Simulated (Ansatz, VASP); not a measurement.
Ag in VASP and in Ansatz

```
CELL_PARAMETERS angstrom
0.00000 2.04310 2.04310
2.04310 0.00000 2.04310
2.04310 2.04310 0.00000
ATOMIC_POSITIONS crystal
Ag 0.00000 0.00000 0.00000
```

Alike in both runs: task single point; functional PBE; k mesh 8 × 8 × 8; occupations gaussian, width 0.1 eV; no spin polarisation.

|  | VASP | Ansatz |
| --- | --- | --- |
| version | VASP 6.6.1 | Ansatz 0.2.0 |
| potentials or method | VASP PAW PBE potentials, release 64 (Ag), cutoff 500 eV | scalar-relativistic, plane waves, PAW |
| valence electrons in the cell | 11 | 19 |

VASP gave:

- gap on the k mesh at the Fermi level (eV): none
- pressure (GPa): 5.1

Problem. Estimate Ansatz's values.

Solution. gap on the k mesh at the Fermi level (eV): none; pressure (GPa): 5.2.

A gap of «none» marks a metal or a gap that the smearing closes. VASP's potentials hold 11 valence electrons a cell and Ansatz's 19, so a difference there can come from the potentials and not from the codes.
